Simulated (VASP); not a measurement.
Here is a VASP 6.6.1 calculation.

The input INCAR:

```
  ALGO = Normal
  EDIFF = 1E-6
  ENCUT = 520
  GGA = PE
  ISIF = 2
  ISMEAR = -1
  LASPH = T
  LCHARG = T
  LELF = T
  LREAL = F
  LVHAR = T
  LWAVE = F
  NBANDS = 28
  NELM = 100
  PREC = Accurate
  SIGMA = 0.08
```

The input KPOINTS:

```
k-points
0
Gamma
  8 8 11
```

Contents of POSCAR:

```
W
1.0
    4.6379062511      0.0000000000      0.0000000000
   -2.3189531256      4.0165446338      0.0000000000
    0.0000000000      0.0000000000      2.5856530507
W
3
Direct
    0.0000000000      0.0000000000      0.0000000000
    0.3333333333      0.6666666667      0.5000000000
    0.6666666667      0.3333333333      0.5000000000
```

Potentials or basis: VASP PAW PBE potentials, release 64 (W_sv).

Launch:

```bash
$ cat potpaw_PBE.64/W_sv/POTCAR > POTCAR
$ mpirun -np 1 vasp_std > vasp.out
```

**Question.** Predict the band gap on the k mesh.

**Answer.** Zero (bands 21 and 22 overlap by 0.70 eV).

**Question.** Predict the pressure.

**Answer.** 9.4 GPa.

Stress tensor (GPa, compression positive):
```
9.19 0.00 0.00
0.00 9.19 0.00
0.00 0.00 9.77
```

Caveat: the cell stands under pressure; spin-orbit coupling is left out, which moves the levels of the heavy elements.
